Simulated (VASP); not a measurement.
# LiMgF3 (Pm-3m) in VASP: further runs, part 2 of 2

VASP 6.6.1.

## (4) Single point, PBEsol

INCAR

```
PREC = Accurate ; ENCUT = 520
EDIFF = 1E-6 ; ISMEAR = 0
SIGMA = 0.01 ; LREAL = F
LASPH = T ; NELM = 60
ALGO = Normal ; ISIF = 2
LWAVE = F ; LCHARG = F
GGA = PS ; NBANDS = 21
```

KPOINTS

```
regular mesh
0
Gamma
  8 8 8
```

POSCAR

```
LiMgF3
1.0
    3.4361917199      0.0000000000      0.0000000000
    0.0000000000      3.4361917199      0.0000000000
    0.0000000000      0.0000000000      3.4361917199
Li Mg F
1 1 3
Direct
    0.5000000000      0.5000000000      0.5000000000
    0.0000000000      0.0000000000      0.0000000000
    0.0000000000      0.5000000000      0.5000000000
    0.5000000000      0.5000000000      0.0000000000
    0.5000000000      0.0000000000      0.5000000000
```

Potentials or basis: VASP PAW PBE potentials, release 64 (Li_sv, Mg, F).

The run is started by

```bash
$ cat potpaw_PBE.64/Li_sv/POTCAR potpaw_PBE.64/Mg/POTCAR potpaw_PBE.64/F/POTCAR > POTCAR
$ mpirun -np 1 vasp_std > vasp.out
```

OUTCAR:

```text
PREC = Accurate
   ENCUT = 520
   EDIFF = 1E-6
   ISMEAR = 0
   LREAL = F
   LASPH = T
   NELM = 60
   ISIF = 2
   GGA = PS

 ion  position               nearest neighbor table
   1  0.500  0.500  0.500-   3 1.72   4 1.72   5 1.72   4 1.72   5 1.72   3 1.72   2 2.98   2 2.98
                             2 2.98   2 2.98   2 2.98   2 2.98   2 2.98   2 2.98
   2  0.000  0.000  0.000-   3 2.43   4 2.43   5 2.43   3 2.43   5 2.43   3 2.43   4 2.43   3 2.43
                             4 2.43   5 2.43   5 2.43   4 2.43   1 2.98   1 2.98   1 2.98   1 2.98
   3  0.000  0.500  0.500-   1 1.72   1 1.72   2 2.43   2 2.43   2 2.43   2 2.43
   4  0.500  0.500  0.000-   1 1.72   1 1.72   2 2.43   2 2.43   2 2.43   2 2.43
   5  0.500  0.000  0.500-   1 1.72   1 1.72   2 2.43   2 2.43   2 2.43   2 2.43

  LATTYP: Found a simple cubic cell.
 ALAT       =     3.4361917199

  Lattice vectors:

 A1 = (   3.4361917199,   0.0000000000,   0.0000000000)
 A2 = (   0.0000000000,   3.4361917199,   0.0000000000)
 A3 = (   0.0000000000,   0.0000000000,   3.4361917199)

Analysis of symmetry for initial positions (statically):
=====================================================================
 Subroutine PRICEL returns:
 Original cell was already a primitive cell.

 Routine SETGRP: Setting up the symmetry group for a
 simple cubic supercell.

 Subroutine GETGRP returns: Found 48 space group operations
 (whereof 48 operations were pure point group operations)
 out of a pool of 48 trial point group operations.

The static configuration has the point symmetry O_h .

Analysis of symmetry for dynamics (positions and initial velocities):
=====================================================================
 Subroutine PRICEL returns:
 Original cell was already a primitive cell.

 Routine SETGRP: Setting up the symmetry group for a
 simple cubic supercell.

 Subroutine GETGRP returns: Found 48 space group operations
 (whereof 48 operations were pure point group operations)
[... 124 lines left out ...]
   EFERMI_NEDOS =   21; number of points for ismear=-14 and -15
   IALGO  =     38    algorithm
   IMIX   =      4    mixing-type and parameters
     AMIX     =   0.40;   BMIX     =  1.00
     AMIX_MAG =   1.60;   BMIX_MAG =  1.00
  volume/ion in A,a.u.               =       8.11        54.76
  Fermi-wavevector in a.u.,A,eV,Ry     =   1.411417  2.667191 27.104123  1.992097
  Thomas-Fermi vector in A             =   2.533270
   LORBIT       =      0    0 simple, 1 ext, 2 COOP (PROOUT), +10 PAW based schemes
   GGA     = PS    functional components
   LHFCALC =     F    Hartree Fock is set to
   AEXX    =    0.0000 exact exchange contribution
   IVDW    =     0    specifies the selected vdW correction
   LEPSILON=     F    determine dielectric tensor
   LRPA    =     F    only Hartree local field effects (RPA)
 non-spin polarized calculation
 Gauss-broadening in eV      SIGMA  =   0.01
  energy-cutoff  :      520.00
  volume of cell :       40.57
 maximum number of plane-waves:      1110
 NGX is ok and might be reduce to    28
   NGX = 13   NGY = 13   NGZ = 13

 number of electron      25.9999965 magnetization

 Free energy of the ion-electron system (eV)
  ---------------------------------------------------
  ext. energy  EPLUGINS =         0.00000000
  ---------------------------------------------------
  free energy    TOTEN  =       -23.24782690 eV

  energy without entropy =      -23.24782690  energy(sigma->0) =      -23.24782690

 E-fermi :   1.4228     XC(G=0): -11.1880

 val. band max:        1.3561877371   @ k =   0.5000   0.5000   0.5000
 cond. band min:       5.6920474020   @ k =   0.0000   0.0000   0.0000
 fundamental gap:      4.3358596649
 Fermi energy:         1.4228296857

 k-point     1 :       0.0000    0.0000    0.0000
  band No.  band energies     occupation
      1     -37.9313      2.00000
      2     -20.0212      2.00000
      3     -18.3025      2.00000
      4     -18.3025      2.00000
      5      -2.9504      2.00000
      6      -2.9504      2.00000
[... 565 lines left out ...]
     20      19.7970      0.00000
     21      20.3294      0.00000

 [... further k-points ...]
[... 5 lines left out ...]
  --------------------------------------------------------------------------------------
  -------------------------------------------------------------------------------------
  Total        3.7833383      3.7833383      3.7833383     -0.0000000     -0.0000000      0.0000000
  in kB      149.4010325    149.4010325    149.4010325     -0.0000000     -0.0000000      0.0000000
  external PRESSURE =     149.4010325 kB  Pullay stress =       0.0000000 kB

 VOLUME and BASIS-vectors are now :
 -----------------------------------------------------------------------------
  energy-cutoff  :      520.00
  volume of cell :       40.57
      direct lattice vectors                 reciprocal lattice vectors
     3.436191720  0.000000000  0.000000000     0.291019850  0.000000000  0.000000000
     0.000000000  3.436191720  0.000000000     0.000000000  0.291019850  0.000000000
     0.000000000  0.000000000  3.436191720     0.000000000  0.000000000  0.291019850

 POSITION                                       TOTAL-FORCE (eV/Angst)
 -----------------------------------------------------------------------------------
      1.71810      1.71810      1.71810         0.000000      0.000000      0.000000
      0.00000      0.00000      0.00000         0.000000      0.000000      0.000000
      0.00000      1.71810      1.71810         0.000000      0.000000      0.000000
      1.71810      1.71810      0.00000         0.000000      0.000000      0.000000
      1.71810      0.00000      1.71810         0.000000      0.000000      0.000000
 -----------------------------------------------------------------------------------
    total drift:                                0.000000      0.000000      0.000000

  FREE ENERGIE OF THE ION-ELECTRON SYSTEM (eV)
  ---------------------------------------------------
  free  energy   TOTEN  =       -23.2478269037 eV

  energy  without entropy=      -23.2478269037  energy(sigma->0) =      -23.24782690
```

stdout:

```text
POSCAR found type information on POSCAR LiMgF
 POSCAR found :  3 types and       5 ions
 scaLAPACK will be used
 -----------------------------------------------------------------------------
|                                                                             |
|                                                                             |
|     You enforced a specific xc type in the INCAR file but a different       |
|     I HOPE YOU KNOW WHAT YOU ARE DOING!                                     |
|                                                                             |
 -----------------------------------------------------------------------------

 LDA part: xc-table for (Slater+PW92), standard interpolation
 POSCAR, INCAR and KPOINTS ok, starting setup
 FFT: planning ... GRIDC
 FFT: planning ... GRID_SOFT
 FFT: planning ... GRID
 WAVECAR not read
 entering main loop
```

It took 30 s on 1 thread of Intel Xeon Platinum 8488C (Sapphire Rapids), shared host; peak memory 0.17 GiB.

Results:

- Free energy: -23.2478 eV
- Band gap on the k mesh: 4.34 eV, indirect (least direct gap 4.65 eV)

Caveat: the cutoff is under 1.25 times the usual one of these potentials, so pressure, stress and relaxed cells hold a basis-set (Pulay) error; the PAW data sets were made with another functional, which shifts forces and pressure a little.

## (5) Relaxation of cell and atoms, PBEsol, target pressure 15 GPa, at which the enthalpy is minimised

This run uses another cell than the first one, of 8.75 Å³/atom, 1.078 times its volume.

INCAR

```
PREC = Accurate
ENCUT = 600
EDIFF = 1E-7
ISMEAR = 0
SIGMA = 0.01
LREAL = F
LASPH = T
NELM = 80
ALGO = Normal
ISIF = 3
LWAVE = F
LCHARG = F
GGA = PS
IBRION = 2
NSW = 80
EDIFFG = -0.001
PSTRESS = 150.0
```

KPOINTS

```
Automatic mesh
0
Gamma
  6 6 6
```

Edit POSCAR of step 4 so:

```diff
@@ -2,5 +2,5 @@
 1.0
-    3.4361917199      0.0000000000      0.0000000000
-    0.0000000000      3.4361917199      0.0000000000
-    0.0000000000      0.0000000000      3.4361917199
+    3.5236593847      0.0000000000      0.0000000000
+    0.0000000000      3.5236593847      0.0000000000
+    0.0000000000      0.0000000000      3.5236593847
 Li Mg F
```

The run is started by

```bash
$ cat potpaw_PBE.64/Li_sv/POTCAR potpaw_PBE.64/Mg/POTCAR potpaw_PBE.64/F/POTCAR > POTCAR
$ mpirun -np 1 vasp_std > vasp.out
```

Wall time 49 s (1 thread of Intel Xeon Platinum 8488C (Sapphire Rapids), shared host); peak memory 0.17 GiB.

It converged, with:

```
Free energy                                            : -23.2632 eV
Relaxed volume                                         : 8.09 Å³/atom
Relaxed cell                                           : a = 3.433 Å, b = 3.433 Å, c = 3.433 Å, α = 90.00°, β = 90.00°, γ = 90.00°
Space group after relaxing (to 0.05 Å)                 : Pm-3m (No. 221)
Energy change on relaxing (the enthalpy is what falls) : +39.0 meV/atom
Ionic steps                                            : 3
Pressure after relaxing                                : 15.0 GPa
Band gap on the k mesh                                 : 4.36 eV, indirect (least direct gap 4.67 eV)
```

The path:
| step | energy change (eV) | largest force (eV/Å) | pressure (GPa) | volume (Å³) |
| --- | --- | --- | --- | --- |
| 1 | 0.0000 | 0.0000 | 4.64 | 43.75 |
| 2 | 0.2137 | 0.0000 | 15.76 | 40.26 |
| 3 | 0.1949 | 0.0000 | 15.01 | 40.46 |

Final structure:
```yaml
crystal:
  lattice:
    - [3.43300, 0.00000, 0.00000]
    - [0.00000, 3.43300, 0.00000]
    - [0.00000, 0.00000, 3.43300]
  atoms:
    - { symbol: Li, position: [0.50000, 0.50000, 0.50000] }
    - { symbol: Mg, position: [0.00000, 0.00000, 0.00000] }
    - { symbol: F, position: [0.00000, 0.50000, 0.50000] }
    - { symbol: F, position: [0.50000, 0.50000, 0.00000] }
    - { symbol: F, position: [0.50000, 0.00000, 0.50000] }
```

Levels at points of the mesh, in eV from the valence-band top:
```csv
k point,band 9,band 10,band 11,band 12,band 13,band 14,band 15,band 16,band 17
"(0.00, 0.00, 0.00)",-1.19,-1.19,-0.31,-0.31,-0.31,4.36,12.79,12.79,16.11
"(0.50, 0.00, 0.00)",-1.99,-1.77,-1.58,-0.57,-0.57,8.12,9.10,14.62,14.62
"(0.50, 0.50, 0.00)",-2.41,-1.92,-1.92,-0.23,-0.03,9.23,11.29,11.29,13.64
"(0.50, 0.50, 0.50)",-0.21,-0.21,0.00,0.00,0.00,7.18,13.44,13.44,13.44
```

Caveat: the cutoff is under 1.25 times the usual one of these potentials, so pressure, stress and relaxed cells hold a basis-set (Pulay) error; the cell is relaxed towards a set pressure, so the enthalpy falls and the energy may rise; the PAW data sets were made with another functional, which shifts forces and pressure a little. A k mesh can miss the band edges.

## (6) The runs side by side

| task | cell | k mesh | cutoff (eV) | smearing | gap on the mesh (eV) |
| --- | --- | --- | --- | --- | --- |
| single point | a = 3.436 Å, 5 atoms | 6 × 6 × 6 | 520 | gaussian 0.01 eV | 4.34 |
| single point | a = 3.581 Å, 5 atoms | 6 × 6 × 6 | 520 | gaussian 0.02 eV | 3.69 |
| single point | a = 3.436 Å, 5 atoms | 8 × 8 × 8 | 520 | gaussian 0.01 eV | 4.34 |
| relaxation of cell and atoms | relaxed to 15 GPa from a = 3.524 Å, 5 atoms | 6 × 6 × 6 | 600 | gaussian 0.01 eV | 4.36 |

Alike in all rows: level PBEsol; potentials or basis VASP PAW PBE potentials, release 64 (Li_sv, Mg, F); no spin polarisation.

Caveats: the cutoff is under 1.25 times the usual one of these potentials, so pressure, stress and relaxed cells hold a basis-set (Pulay) error; the PAW data sets were made with another functional, which shifts forces and pressure a little; the cell is relaxed towards a set pressure, so the enthalpy falls and the energy may rise (some runs).

Total energies depend on the potentials used, so only differences within one code and one set of settings carry meaning.
